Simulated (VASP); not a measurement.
# HfSi2 in VASP: single point with PBEsol

Aim: the single point of HfSi2 with PBEsol.

Everything below comes from runs of VASP 6.6.1. Logs are shortened: lines on timing, memory, paths and dates and some standing lists are left out, and cuts for length are marked.

## 1. The cell of the first run

The cell holds a slab with vacuum, 24 atoms: a = 3.636 Å, b = 7.401 Å, c = 28.461 Å, α = 90.00°, β = 90.00°, γ = 90.00°.

## 2. Single point, PBEsol

File INCAR:

```
SYSTEM = HfSi2
ALGO = Normal
DIPOL = 0.5 0.5 0.498
EDIFF = 1E-6
ENCUT = 400
GGA = PS
GGA_COMPAT = .FALSE.
IDIPOL = 3
ISIF = 2
ISMEAR = 0
LASPH = .TRUE.
LCHARG = .TRUE.
LDIPOL = .TRUE.
LELF = .TRUE.
LREAL = .FALSE.
LVACPOTAV = .TRUE.
LVHAR = .TRUE.
LWAVE = .FALSE.
NBANDS = 90
NELM = 120
NELMDL = -8
PREC = Accurate
SIGMA = 0.1
```

File KPOINTS:

```
k-points
0
G
  10 5 1
  0 0 0
```

File POSCAR:

```
HfSi2
1.0
    3.6361020364      0.0000000000      0.0000000000
    0.0000000000      7.4010389008      0.0000000000
    0.0000000000      0.0000000000     28.4608161752
Si Hf
16 8
Direct
    0.2500000000      0.8776164488      0.2620847812
    0.7500000000      0.0756420960      0.2729877312
    0.2500000000      0.3973252108      0.3039113991
    0.7500000000      0.3480545814      0.3624105095
    0.2500000000      0.6971563550      0.3856618409
    0.7500000000      0.9063149081      0.4008232965
    0.2500000000      0.2846588515      0.4269098143
    0.7500000000      0.2238079362      0.4882090110
    0.2500000000      0.5897574245      0.5127600463
    0.7500000000      0.7960269526      0.5260832676
    0.2500000000      0.1617088358      0.5510849726
    0.7500000000      0.1032279622      0.6131212465
    0.2500000000      0.4719531775      0.6379864374
    0.7500000000      0.6809831938      0.6511220728
    0.2500000000      0.0399458528      0.6769919095
    0.7500000000      0.9841795223      0.7338974685
    0.7500000000      0.6857236555      0.3177806224
    0.2500000000      0.0695483212      0.3481648156
    0.7500000000      0.5583218595      0.4448839785
    0.2500000000      0.9492849325      0.4696590729
    0.7500000000      0.4361856138      0.5692710462
    0.2500000000      0.8274258012      0.5939179517
    0.7500000000      0.3153984299      0.6917425490
    0.2500000000      0.7095701642      0.7162214238
```

Potentials or basis: VASP PAW PBE potentials, release 64 (Si, Hf_pv).

Command:

```
cat potpaw_PBE.64/Si/POTCAR potpaw_PBE.64/Hf_pv/POTCAR > POTCAR
mpirun -np 1 vasp_std > vasp.out
```

OUTCAR:

```text
SYSTEM = HfSi2
   EDIFF = 1E-6
   ENCUT = 400
   GGA = PS
   ISIF = 2
   ISMEAR = 0
   LASPH = .TRUE.
   LREAL = .FALSE.
   NELM = 120
   NELMDL = -8
   PREC = Accurate

 ion  position               nearest neighbor table
   1  0.250  0.878  0.262-   2 2.36   2 2.36  17 2.80  17 2.80  18 2.83
   2  0.750  0.076  0.273-   1 2.36   1 2.36  18 2.81  18 2.81   3 3.12   3 3.12  17 3.15
   3  0.250  0.397  0.304-   4 2.49   4 2.49  18 2.73  17 2.83  17 2.83   2 3.12   2 3.12
   4  0.750  0.348  0.362-   3 2.49   3 2.49   7 2.63   7 2.63  18 2.78  18 2.78  17 2.80  19 2.82

   5  0.250  0.697  0.386-   6 2.43   6 2.43  17 2.65  17 2.65  19 2.68  19 2.68  18 2.96  20 3.03

   6  0.750  0.906  0.401-   5 2.43   5 2.43  18 2.65  18 2.65  20 2.69  20 2.69  19 2.86  17 2.87

   7  0.250  0.285  0.427-   8 2.56   8 2.56   4 2.63   4 2.63  18 2.75  20 2.76  19 2.77  19 2.77

   8  0.750  0.224  0.488-   7 2.56   7 2.56  11 2.59  11 2.59  19 2.77  20 2.78  20 2.78  21 2.79

   9  0.250  0.590  0.513-  10 2.40  10 2.40  19 2.66  19 2.66  21 2.68  21 2.68  22 2.90  20 2.93

  10  0.750  0.796  0.526-   9 2.40   9 2.40  22 2.66  22 2.66  20 2.68  20 2.68  19 2.90  21 2.93

  11  0.250  0.162  0.551-  12 2.57  12 2.57   8 2.59   8 2.59  22 2.76  21 2.77  21 2.77  20 2.80

  12  0.750  0.103  0.613-  11 2.57  11 2.57  15 2.61  15 2.61  23 2.73  21 2.76  22 2.79  22 2.79

  13  0.250  0.472  0.638-  14 2.42  14 2.42  23 2.64  23 2.64  21 2.68  21 2.68  24 2.84  22 2.91

  14  0.750  0.681  0.651-  13 2.42  13 2.42  24 2.60  24 2.60  22 2.67  22 2.67  23 2.94  21 2.95

  15  0.250  0.040  0.677-  16 2.47  16 2.47  12 2.61  12 2.61  24 2.69  23 2.76  23 2.76  22 2.84

  16  0.750  0.984  0.734-  15 2.47  15 2.47  23 2.73  24 2.77  24 2.77
  17  0.750  0.686  0.318-   5 2.65   5 2.65   1 2.80   1 2.80   4 2.80   3 2.83   3 2.83   6 2.87
                             2 3.15  18 3.48  18 3.48  19 3.74
  18  0.250  0.070  0.348-   6 2.65   6 2.65   3 2.73   7 2.75   4 2.78   4 2.78   2 2.81   2 2.81
                             1 2.83   5 2.96  17 3.48  17 3.48  20 3.57
  19  0.750  0.558  0.445-   9 2.66   9 2.66   5 2.68   5 2.68   8 2.77   7 2.77   7 2.77   4 2.82
                             6 2.86  10 2.90  20 3.49  20 3.49  21 3.65  17 3.74
  20  0.250  0.949  0.470-  10 2.68  10 2.68   6 2.69   6 2.69   7 2.76   8 2.78   8 2.78  11 2.80
                             9 2.93   5 3.03  19 3.49  19 3.49  18 3.57  22 3.65
  21  0.750  0.436  0.569-   9 2.68   9 2.68  13 2.68  13 2.68  12 2.76  11 2.77  11 2.77   8 2.79
                            10 2.93  14 2.95  22 3.49  22 3.49  23 3.60  19 3.65
  22  0.250  0.827  0.594-  10 2.66  10 2.66  14 2.67  14 2.67  11 2.76  12 2.79  12 2.79  15 2.84
                             9 2.90  13 2.91  21 3.49  21 3.49  24 3.59  20 3.65
  23  0.750  0.315  0.692-  13 2.64  13 2.64  16 2.73  12 2.73  15 2.76  15 2.76  14 2.94  24 3.51
                            24 3.51  21 3.60
  24  0.250  0.710  0.716-  14 2.60  14 2.60  15 2.69  16 2.77  16 2.77  13 2.84  23 3.51  23 3.51
                            22 3.59

  LATTYP: Found a simple orthorhombic cell.
 ALAT       =     3.6361020364
 B/A-ratio  =     2.0354321267
 C/A-ratio  =     7.8272875432

  Lattice vectors:

 A1 = (   3.6361020364,   0.0000000000,   0.0000000000)
 A2 = (   0.0000000000,   7.4010389008,   0.0000000000)
 A3 = (   0.0000000000,   0.0000000000,  28.4608161752)

Analysis of symmetry for initial positions (statically):
=====================================================================
 Subroutine PRICEL returns:
 Original cell was already a primitive cell.

 Routine SETGRP: Setting up the symmetry group for a
 simple orthorhombic supercell.

 Subroutine GETGRP returns: Found  2 space group operations
 (whereof  1 operations were pure point group operations)
 out of a pool of  8 trial point group operations.

The static configuration has the point symmetry C_1 .
 The point group associated with its full space group is C_1h.

Analysis of symmetry for dynamics (positions and initial velocities):
=====================================================================
 Subroutine PRICEL returns:
 Original cell was already a primitive cell.

 Routine SETGRP: Setting up the symmetry group for a
 simple orthorhombic supercell.

 Subroutine GETGRP returns: Found  2 space group operations
 (whereof  1 operations were pure point group operations)
 out of a pool of  8 trial point group operations.

The dynamic configuration has the point symmetry C_1 .
 The point group associated with its full space group is C_1h.

 Subroutine INISYM returns: Found  2 space group operations
 (whereof  1 operations are pure point group operations),
 and found     1 'primitive' translations

----------------------------------------------------------------------------------------

                                     Primitive cell

  volume of cell :     765.9071

  direct lattice vectors                    reciprocal lattice vectors
     3.636102036  0.000000000  0.000000000     0.275019785  0.000000000  0.000000000
     0.000000000  7.401038901  0.000000000     0.000000000  0.135116166  0.000000000
     0.000000000  0.000000000 28.460816175     0.000000000  0.000000000  0.035136027

  length of vectors
     3.636102036  7.401038901 28.460816175     0.275019785  0.135116166  0.035136027

  position of ions in fractional coordinates (direct lattice)
     0.250000000  0.877616449  0.262084781
     0.750000000  0.075642096  0.272987731
     0.250000000  0.397325211  0.303911399
     0.750000000  0.348054581  0.362410510
     0.250000000  0.697156355  0.385661841
     0.750000000  0.906314908  0.400823297
[... 16 lines left out ...]
     0.750000000  0.315398430  0.691742549
     0.250000000  0.709570164  0.716221424

  ion indices of the primitive-cell ions
   primitive index   ion index
                 1           1
                 2           2
                 3           3
                 4           4
                 5           5
                 6           6
[... 16 lines left out ...]
                23          23
                24          24

----------------------------------------------------------------------------------------

 KPOINTS: k-points

Automatic generation of k-mesh.
 Grid dimensions read from file:
 generate k-points for:   10    5    1

 Generating k-lattice:

  Cartesian coordinates                     Fractional coordinates (reciprocal lattice)
     0.027501978  0.000000000  0.000000000     0.100000000  0.000000000  0.000000000
     0.000000000  0.027023233  0.000000000     0.000000000  0.200000000  0.000000000
     0.000000000  0.000000000  0.035136027     0.000000000  0.000000000  1.000000000

  Length of vectors
     0.027501978  0.027023233  0.035136027

  Shift w.r.t. Gamma in fractional coordinates (k-lattice)
     0.000000000  0.000000000  0.000000000

 Subroutine IBZKPT returns following result:
 ===========================================

 Found     18 irreducible k-points:

 Following reciprocal coordinates:
            Coordinates               Weight
  0.000000  0.000000  0.000000      1.000000
  0.100000  0.000000  0.000000      2.000000
  0.200000  0.000000  0.000000      2.000000
  0.300000  0.000000  0.000000      2.000000
  0.400000  0.000000  0.000000      2.000000
  0.500000  0.000000  0.000000      1.000000
[... 10 lines left out ...]
  0.400000  0.400000  0.000000      4.000000
  0.500000  0.400000  0.000000      2.000000
   k-points           NKPTS =     18   k-points in BZ     NKDIM =     18   number of bands    NBANDS=     90
   number of dos      NEDOS =    301   number of ions     NIONS =     24
   total plane-waves  NPLWV = 221184
   dimension x,y,z NGX =    24 NGY =   48 NGZ =  192
   dimension x,y,z NGXF=    48 NGYF=   96 NGZF=  384
   ions per type =              16   8
   NGX,Y,Z   is equivalent  to a cutoff of  10.97, 10.78, 11.22 a.u.
   NGXF,Y,Z  is equivalent  to a cutoff of  21.95, 21.56, 22.43 a.u.
 SYSTEM =  HfSi2
   PREC   = accura    normal or accurate (medium, high low for compatibility)
   ISTART =      0    job   : 0-new  1-cont  2-samecut
   ICHARG =      2    charge: 1-file 2-atom 10-const
   ISPIN  =      1    spin polarized calculation?
   LNONCOLLINEAR =      F non collinear calculations
   LSORBIT =      F    spin-orbit coupling
   LASPH  =      T    aspherical Exc in radial PAW
   ENCUT  =  400.0 eV  29.40 Ry    5.42 a.u.   5.93 12.07 46.41*2*pi/ulx,y,z
   NELM   =    120;   NELMIN=  2; NELMDL= -8     # of ELM steps
   EDIFF  = 0.1E-05   stopping-criterion for ELM
   LREAL  =      F    real-space projection
[... 7 lines left out ...]
   TEBEG  =    0.0;   TEEND  =   0.0 temperature during run
   PSTRESS=    0.0 pullay stress
   NELECT =     144.0000    total number of electrons
   NUPDOWN=      -1.0000    fix difference up-down
   EMIN   =  10.00;   EMAX   =-10.00  energy-range for DOS
   EFERMI =   0.00;   METHOD = LEGACY
   ISMEAR =     0;   SIGMA  =   0.10  broadening in eV -4-tet -1-fermi 0-gaus
   EFERMI_NEDOS =   21; number of points for ismear=-14 and -15
   IALGO  =     38    algorithm
   IMIX   =      4    mixing-type and parameters
     AMIX     =   0.40;   BMIX     =  1.00
     AMIX_MAG =   1.60;   BMIX_MAG =  1.00
  volume/ion in A,a.u.               =      31.91       215.36
  Fermi-wavevector in a.u.,A,eV,Ry     =   0.937858  1.772294 11.967373  0.879577
  Thomas-Fermi vector in A             =   2.065011
   LORBIT       =      0    0 simple, 1 ext, 2 COOP (PROOUT), +10 PAW based schemes
   GGA     = PS    functional components
   LHFCALC =     F    Hartree Fock is set to
   AEXX    =    0.0000 exact exchange contribution
   IVDW    =     0    specifies the selected vdW correction
   LEPSILON=     F    determine dielectric tensor
   LRPA    =     F    only Hartree local field effects (RPA)
 non-spin polarized calculation
 Gauss-broadening in eV      SIGMA  =   0.10
  energy-cutoff  :      400.00
  volume of cell :      765.91
 maximum number of plane-waves:     14018
 NGX is ok and might be reduce to    24
   NGX = 11   NGY = 25   NGZ = 93

 dipolmoment           0.000000      0.000000      0.356394 electrons x Angstroem

 number of electron     144.0000001 magnetization

 dipolmoment           0.000000      0.000000     -0.069242 electrons x Angstroem

 Free energy of the ion-electron system (eV)
  ---------------------------------------------------
  ext. energy  EPLUGINS =         0.00000000
  ---------------------------------------------------
  free energy    TOTEN  =      -184.91012400 eV

  energy without entropy =     -184.86974500  energy(sigma->0) =     -184.88993450

 E-fermi :   1.8260     XC(G=0):  -6.4932

 val. band max:        1.8204164571   @ k =   0.5000   0.2000   0.0000
 cond. band min:       1.8409200439   @ k =   0.0000   0.2000   0.0000
 fundamental gap:      0.0205035869
 Fermi energy:         1.8260448865

 k-point     1 :       0.0000    0.0000    0.0000
  band No.  band energies     occupation
      1     -29.2601      2.00000
      2     -29.0723      2.00000
      3     -28.9554      2.00000
      4     -28.9167      2.00000
      5     -28.9007      2.00000
      6     -28.8957      2.00000
[... 1555 lines left out ...]
     83       4.0832      0.00000
     84       4.2026      0.00000
 [bands above 84 left out]

------------------------ aborting loop because EDIFF is reached ----------------------------------------

  FORCE on cell =-STRESS in cart. coord.  units (eV):
  Direction    XX          YY          ZZ          XY          YZ          ZX
  --------------------------------------------------------------------------------------
  -------------------------------------------------------------------------------------
  Total       -8.0161742     -7.3733703      0.2720482      0.0000000     -0.0460613      0.0000000
  in kB      -16.7687863    -15.4241248      0.5690892      0.0000000     -0.0963542      0.0000000
  external PRESSURE =     -10.5412739 kB  Pullay stress =       0.0000000 kB

 VOLUME and BASIS-vectors are now :
 -----------------------------------------------------------------------------
  energy-cutoff  :      400.00
  volume of cell :      765.91
      direct lattice vectors                 reciprocal lattice vectors
     3.636102036  0.000000000  0.000000000     0.275019785  0.000000000  0.000000000
     0.000000000  7.401038901  0.000000000     0.000000000  0.135116166  0.000000000
     0.000000000  0.000000000 28.460816175     0.000000000  0.000000000  0.035136027

 POSITION                                       TOTAL-FORCE (eV/Angst)
 -----------------------------------------------------------------------------------
      0.90903      6.49527      7.45915         0.000000     -0.003638      0.009736
      2.72708      0.55983      7.76945         0.000000     -0.004738     -0.009637
      0.90903      2.94062      8.64957         0.000000      0.010640     -0.004822
      2.72708      2.57597     10.31450         0.000000     -0.003162     -0.007659
      0.90903      5.15968     10.97625         0.000000      0.002771     -0.017753
      2.72708      6.70767     11.40776         0.000000     -0.007385     -0.014011
[... 16 lines left out ...]
      2.72708      2.33428     19.68756         0.000000      0.009242      0.000944
      0.90903      5.25156     20.38425         0.000000     -0.002450     -0.006095
 -----------------------------------------------------------------------------------
    total drift:                                0.000000     -0.000118     -0.001069

  FREE ENERGIE OF THE ION-ELECTRON SYSTEM (eV)
  ---------------------------------------------------
  free  energy   TOTEN  =      -184.9101239959 eV

  energy  without entropy=     -184.8697450002  energy(sigma->0) =     -184.88993450

 vacuum level on the upper side and lower side of the slab         6.270         6.735
```

Run time: 81 min. Hardware: 1 thread of Intel Xeon 6975P-C (Granite Rapids), shared host; peak memory 0.86 GiB.

Results:

```yaml
Free_energy: -184.9101 eV
Largest_force: 0.029 eV/Å
Band_gap_on_the_k_mesh: zero (bands 72 and 73 overlap by 0.39 eV)
```

Forces on the atoms (eV/Å):
```
Si   0.000 -0.004  0.010
Si   0.000 -0.005 -0.010
Si   0.000  0.011 -0.005
Si   0.000 -0.003 -0.008
Si   0.000  0.003 -0.018
Si   0.000 -0.007 -0.014
Si   0.000  0.000  0.005
Si   0.000  0.000  0.000
Si   0.000  0.018  0.002
Si   0.000 -0.012 -0.005
Si   0.000  0.000 -0.001
Si   0.000  0.007  0.005
Si   0.000  0.007  0.021
Si   0.000 -0.018  0.022
Si   0.000  0.001  0.001
Si   0.000 -0.008  0.005
Hf   0.000  0.015  0.000
Hf   0.000 -0.011 -0.019
Hf   0.000  0.009  0.006
Hf   0.000 -0.015 -0.002
Hf   0.000  0.012  0.006
Hf   0.000 -0.005  0.003
Hf   0.000  0.009  0.001
Hf   0.000 -0.002 -0.006
```

Caveat: the PAW data sets were made with another functional, which shifts forces and pressure a little; spin-orbit coupling is left out, which moves the levels of the heavy elements.

The gap in the log of VASP goes by the Fermi energy; the results here count the filled bands.